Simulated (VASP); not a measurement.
A run of VASP 6.6.1 is set up as follows.

File INCAR:

```
SYSTEM = HfO2
PREC     = Accurate       ! precision mode
ENCUT    = 520            ! plane-wave cutoff, eV
EDIFF    = 1E-6           ! SCF threshold, eV
ISMEAR   = -1             ! smearing method
SIGMA    = 0.05           ! smearing width, eV
LREAL    = .FALSE.        ! projectors in reciprocal space
LASPH    = .TRUE.         ! aspherical terms in the spheres
NELM     = 150            ! most SCF steps
ALGO     = Normal         ! electronic algorithm
ISIF     = 2              ! what is computed and relaxed
LWAVE    = .FALSE.        ! write WAVECAR
LCHARG   = .FALSE.        ! write CHGCAR
ISPIN    = 2              ! spin polarisation
MAGMOM   = 0 0 0          ! initial moments
LORBIT   = 11             ! projections on sites
NUPDOWN  = 0.0            ! fixed moment
LMAXMIX  = 4              ! l up to which the mixer works
GGA      = PS             ! functional
IVDW     = 12             ! dispersion correction
NBANDS   = 22             ! bands
```

Contents of KPOINTS:

```
Automatic mesh
0
G
  9 9 9
  0 0 0
```

Contents of POSCAR:

```
HfO2
1.0
    0.0000000000      2.5229349520      2.5229349520
    2.5229349520      0.0000000000      2.5229349520
    2.5229349520      2.5229349520      0.0000000000
Hf O
1 2
Direct
    0.0000000000      0.0000000000      0.0000000000
    0.7500000000      0.7500000000      0.7500000000
    0.2500000000      0.2500000000      0.2500000000
```

Potentials or basis: VASP PAW PBE potentials, release 64 (Hf_pv, O).

Run with:

```sh
$ cat potpaw_PBE.64/Hf_pv/POTCAR potpaw_PBE.64/O/POTCAR > POTCAR
$ mpirun -np 1 vasp_std > vasp.out
```

Problem. Predict the dispersion energy per atom.

Solution. -0.230 eV.

Problem. Predict the pressure.

Solution. -7.5 GPa.

Caveat: three body term missing; the cell stands under tension; the PAW data sets were made with another functional, which shifts forces and pressure a little; the total moment is fixed, so each spin has its own Fermi level.
